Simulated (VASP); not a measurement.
# Cd7O8 (a cell with a defect) in VASP: single point with PBE

Aim: the single point of Cd7O8 (a cell with a defect) with PBE.

All numbers are computed with VASP 6.6.1; they aren't measurements. Logs are shortened: lines on timing, memory, paths and dates and some standing lists are left out, and cuts for length are marked.

### 1 The cell of the first run

The cell holds a defect, 15 atoms: a = 6.637 Å, b = 6.637 Å, c = 6.637 Å, α = 60.00°, β = 60.00°, γ = 60.00°.

### 2 Single point, PBE

File INCAR:

```
SYSTEM = Cd7O8
PREC     = Accurate       ! precision mode
ENCUT    = 520            ! plane-wave cutoff, eV
EDIFF    = 1E-7           ! SCF threshold, eV
ISMEAR   = 0              ! smearing method
SIGMA    = 0.1            ! smearing width, eV
LREAL    = Auto         
LASPH    = .True.         ! aspherical terms in the spheres
NELM     = 80             ! most SCF steps
ALGO     = Normal         ! electronic algorithm
ISIF     = 2              ! what is computed and relaxed
LWAVE    = .False.        ! write WAVECAR
LCHARG   = .True.         ! write CHGCAR
GGA      = PE             ! functional
LELF     = .True.         ! ELF
LVHAR    = .True.       
NBANDS   = 79             ! bands
```

File KPOINTS:

```
Automatic mesh
0
Gamma
  3 3 3
  0 0 0
```

File POSCAR:

```
Cd7O8
1.0
    0.0000000000      4.6931160000      4.6931160000
    4.6931160000      0.0000000000      4.6931160000
    4.6931160000      4.6931160000      0.0000000000
O Cd
8 7
Direct
    0.2631007842      0.2390423548      0.2379377582
    0.2626033535      0.2390392652      0.7621260587
    0.2632327861      0.7629123167      0.2370282345
    0.2508128928      0.7505367436      0.7499835930
    0.7511260109      0.2509747255      0.2493538408
    0.7390228582      0.2388945852      0.7612745988
    0.7383886313      0.7633756549      0.2377180747
    0.7392666194      0.7627299219      0.7616462069
    0.0010432301      0.0003400726      0.4997372748
    0.0009499019      0.5008346267      0.0007270223
    0.0010646445      1.0009491562     -0.0006384884
    0.5009041967      0.0011292071     -0.0005306709
    0.5008087377      0.0009404200      0.4996476754
    0.5017086729      0.5009124002     -0.0009905998
    0.5003712885      0.5009564008      0.4996544939
```

Potentials or basis: VASP PAW PBE potentials, release 64 (O, Cd).

Run with:

```sh
$ cat potpaw_PBE.64/O/POTCAR potpaw_PBE.64/Cd/POTCAR > POTCAR
$ mpirun -np 1 vasp_std > vasp.out
```

OUTCAR:

```text
SYSTEM = Cd7O8
   PREC = Accurate
   ENCUT = 520
   EDIFF = 1E-7
   ISMEAR = 0
   LREAL = Auto
   LASPH = .True.
   NELM = 80
   ISIF = 2
   GGA = PE

 ion  position               nearest neighbor table
   1  0.263  0.239  0.238-  12 2.24  10 2.35  13 2.35  14 2.35   9 2.35
   2  0.263  0.239  0.762-  12 2.23  11 2.35  15 2.35  10 2.35  13 2.35
   3  0.263  0.763  0.237-  12 2.23  15 2.35  11 2.35  14 2.35   9 2.35
   4  0.251  0.751  0.750-  10 2.34  11 2.35  15 2.35  14 2.35   9 2.35  13 2.35
   5  0.751  0.251  0.249-  10 2.35  14 2.35  11 2.35  15 2.35   9 2.35  13 2.35
   6  0.739  0.239  0.761-  12 2.23  14 2.35   9 2.35  11 2.35  15 2.35
   7  0.738  0.763  0.238-  12 2.23  13 2.35  10 2.35  11 2.35  15 2.35
   8  0.739  0.763  0.762-  12 2.23  14 2.35   9 2.35  13 2.35  10 2.35
   9  0.001  0.000  0.500-   8 2.35   4 2.35   5 2.35   6 2.35   3 2.35   1 2.35  15 3.31  10 3.32
                            12 3.32  11 3.32  13 3.32  13 3.32  11 3.32  12 3.32  10 3.32  15 3.32
  10  0.001  0.501  0.001-   4 2.34   5 2.35   1 2.35   7 2.35   2 2.35   8 2.35  11 3.32   9 3.32
                            15 3.32  12 3.32  14 3.32  14 3.32  12 3.32  15 3.32   9 3.32  11 3.32
  11  0.001  0.001  0.999-   4 2.35   5 2.35   2 2.35   3 2.35   6 2.35   7 2.35  10 3.32  14 3.32
                            13 3.32   9 3.32  12 3.32  12 3.32   9 3.32  13 3.32  14 3.32  10 3.32
  12  0.501  0.001  0.999-   2 2.23   7 2.23   6 2.23   3 2.23   8 2.23   1 2.24  15 3.32  10 3.32
                             9 3.32  14 3.32  13 3.32  11 3.32  11 3.32  13 3.32  14 3.32   9 3.32
  13  0.501  0.001  0.500-   1 2.35   7 2.35   5 2.35   4 2.35   8 2.35   2 2.35  14 3.32  11 3.32
                            15 3.32  12 3.32   9 3.32   9 3.32  12 3.32  15 3.32  11 3.32  14 3.32
  14  0.502  0.501  0.999-   5 2.35   4 2.35   8 2.35   6 2.35   3 2.35   1 2.35  11 3.32  13 3.32
                            10 3.32  12 3.32  15 3.32  15 3.32  12 3.32  10 3.32  13 3.32  11 3.32
  15  0.500  0.501  0.500-   4 2.35   5 2.35   2 2.35   3 2.35   6 2.35   7 2.35   9 3.31  10 3.32
                            13 3.32  12 3.32  14 3.32  14 3.32  12 3.32  13 3.32  10 3.32   9 3.32

  LATTYP: Found a face centered cubic cell.
 ALAT       =     9.3862320000

  Lattice vectors:

 A1 = (   0.0000000000,   4.6931160000,   4.6931160000)
 A2 = (   4.6931160000,   0.0000000000,   4.6931160000)
 A3 = (   4.6931160000,   4.6931160000,   0.0000000000)

Analysis of symmetry for initial positions (statically):
=====================================================================
 Subroutine PRICEL returns:
 Original cell was already a primitive cell.

 Routine SETGRP: Setting up the symmetry group for a
 face centered cubic supercell.

 Subroutine GETGRP returns: Found  1 space group operations
 (whereof  1 operations were pure point group operations)
 out of a pool of 48 trial point group operations.
[... 153 lines left out ...]
  Thomas-Fermi vector in A             =   2.531734
   LORBIT       =      0    0 simple, 1 ext, 2 COOP (PROOUT), +10 PAW based schemes
   GGA     = PE    functional components
   LHFCALC =     F    Hartree Fock is set to
   AEXX    =    0.0000 exact exchange contribution
   IVDW    =     0    specifies the selected vdW correction
   LEPSILON=     F    determine dielectric tensor
   LRPA    =     F    only Hartree local field effects (RPA)
 non-spin polarized calculation
 Gauss-broadening in eV      SIGMA  =   0.10
  energy-cutoff  :      520.00
  volume of cell :      206.73
 maximum number of plane-waves:      5601
 NGX is ok and might be reduce to    50
   NGX = 25   NGY = 25   NGZ = 25

 number of electron     131.9999974 magnetization

 Free energy of the ion-electron system (eV)
  ---------------------------------------------------
  ext. energy  EPLUGINS =         0.00000000
  ---------------------------------------------------
  free energy    TOTEN  =       -57.04732214 eV

  energy without entropy =      -56.94130274  energy(sigma->0) =      -56.99431244

 E-fermi :   1.1466     XC(G=0): -11.0575

 val. band max:        1.1459196762   @ k =   0.0000   0.3333   0.0000
 cond. band min:       1.1559244154   @ k =   0.0000   0.3333   0.3333
 fundamental gap:      0.0100047392
 Fermi energy:         1.1465770865

 k-point     1 :       0.0000    0.0000    0.0000
  band No.  band energies     occupation
      1     -16.1225      2.00000
      2     -15.5808      2.00000
      3     -15.5041      2.00000
      4     -15.3995      2.00000
      5     -15.3959      2.00000
      6     -15.2556      2.00000
[... 1123 lines left out ...]
     77       9.3156      0.00000
     78       9.4275      0.00000
 [bands above 78 left out]

------------------------ aborting loop because EDIFF is reached ----------------------------------------

  FORCE on cell =-STRESS in cart. coord.  units (eV):
  Direction    XX          YY          ZZ          XY          YZ          ZX
  --------------------------------------------------------------------------------------
  -------------------------------------------------------------------------------------
  Total        5.0588192      5.0487456      5.0431111     -0.0025864     -0.0006992     -0.0016749
  in kB       39.2053993     39.1273296     39.0836628     -0.0200442     -0.0054191     -0.0129807
  external PRESSURE =      39.1387972 kB  Pullay stress =       0.0000000 kB

 VOLUME and BASIS-vectors are now :
 -----------------------------------------------------------------------------
  energy-cutoff  :      520.00
  volume of cell :      206.73
      direct lattice vectors                 reciprocal lattice vectors
     0.000000000  4.693116000  4.693116000    -0.106539024  0.106539024  0.106539024
     4.693116000  0.000000000  4.693116000     0.106539024 -0.106539024  0.106539024
     4.693116000  4.693116000  0.000000000     0.106539024  0.106539024 -0.106539024

 POSITION                                       TOTAL-FORCE (eV/Angst)
 -----------------------------------------------------------------------------------
      2.23852      2.35143      2.35662         0.068965      0.000289     -0.008066
      4.69859      4.80917      2.35427        -0.012578     -0.079007      0.004090
      4.69284      2.34778      4.81582         0.010477      0.003436     -0.077329
      7.04212      4.69685      4.69945        -0.001632     -0.004545      0.011681
      2.34810      4.69537      4.70297         0.006161      0.009173     -0.009980
      4.69391      7.04107      4.58948        -0.000393      0.000029      0.072347
      4.69825      4.58098      7.04795        -0.003106      0.080054     -0.001781
      7.15407      7.04396      7.04904        -0.075190     -0.007443      0.001369
      2.34692      2.35022      0.00649        -0.000734     -0.008269      0.010218
      2.35389      0.00787      2.35493        -0.004599     -0.009662     -0.003684
      4.69457      4.69512      0.00945         0.008654     -0.002464     -0.002468
      4.69592      7.04143      2.35610         0.003405      0.005508     -0.001065
      2.34932      4.69526      2.35477         0.008675      0.007708      0.005205
      7.03931      7.04304      4.70542        -0.000795      0.001315     -0.005803
      4.69598      4.69324      4.69935        -0.007312      0.003876      0.005266
 -----------------------------------------------------------------------------------
    total drift:                                0.003070      0.001738      0.001262

  FREE ENERGIE OF THE ION-ELECTRON SYSTEM (eV)
  ---------------------------------------------------
  free  energy   TOTEN  =       -57.0473221378 eV

  energy  without entropy=      -56.9413027443  energy(sigma->0) =      -56.99431244
```

Run time: 6.7 min. Hardware: 1 thread of Intel Xeon 6975P-C (Granite Rapids), shared host; peak memory 0.41 GiB.

What came out:

* Free energy: -57.0473 eV
* Pressure: 3.9 GPa
* Largest force: 0.080 eV/Å
* Band gap on the k mesh: zero (bands 66 and 67 overlap by 0.16 eV)

Forces in eV/Å, atoms in the order of the input:
```
O    0.069  0.000 -0.008
O   -0.013 -0.079  0.004
O    0.010  0.003 -0.077
O   -0.002 -0.005  0.012
O    0.006  0.009 -0.010
O    0.000  0.000  0.072
O   -0.003  0.080 -0.002
O   -0.075 -0.007  0.001
Cd  -0.001 -0.008  0.010
Cd  -0.005 -0.010 -0.004
Cd   0.009 -0.002 -0.002
Cd   0.003  0.006 -0.001
Cd   0.009  0.008  0.005
Cd  -0.001  0.001 -0.006
Cd  -0.007  0.004  0.005
```

Caveat: the k points lie up to 0.39 Å⁻¹ apart.
